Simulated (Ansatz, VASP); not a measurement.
## Two plane-wave programs on Al2Cu

```xyz
12
Lattice="0.0000 0.0000 5.7340 -4.0547 4.0547 0.0000 -4.0547 -4.0547 0.0000" Properties=species:S:1:pos:R:3 pbc="T T T"
Al   -4.0547    2.0274    1.4335
Al   -2.0274    0.0000    4.3005
Al   -4.0547   -2.0274    1.4335
Al   -6.0821    0.0000    4.3005
Al   -2.0274    0.0000    1.4335
Al   -4.0547    2.0274    4.3005
Al   -6.0821    0.0000    1.4335
Al   -4.0547   -2.0274    4.3005
Cu   -2.0274    2.0274    0.0000
Cu    0.0000    0.0000    2.8670
Cu   -2.0274   -2.0274    0.0000
Cu   -4.0547    0.0000    2.8670
```

Alike in both runs: task single point; functional r2SCAN; k mesh 8 × 8 × 8; occupations gaussian, width 0.15 eV; no spin polarisation.

```csv
,VASP,Ansatz
version,VASP 6.6.1,Ansatz 0.2.0
potentials or method,"VASP PAW PBE potentials, release 64 (Al, Cu), cutoff 520 eV","scalar-relativistic, plane waves, PAW"
valence electrons in the cell,68,100
```

Ansatz gave:

```
gap on the k mesh at the Fermi level (eV) : none
pressure (GPa)                            : 0.0
```

Task: What did VASP give for the same quantities?

Result: gap on the k mesh at the Fermi level (eV): none; pressure (GPa): -0.1.

VASP's potentials were made for PBE, not for r2SCAN. A gap of «none» marks a metal or a gap that the smearing closes. The functional is the same, so the differences come from potentials, cutoffs and numerics. VASP's potentials hold 68 valence electrons a cell and Ansatz's 100, so a difference there can come from the potentials and not from the codes. Ansatz's warnings: near symmetry operations not taken.
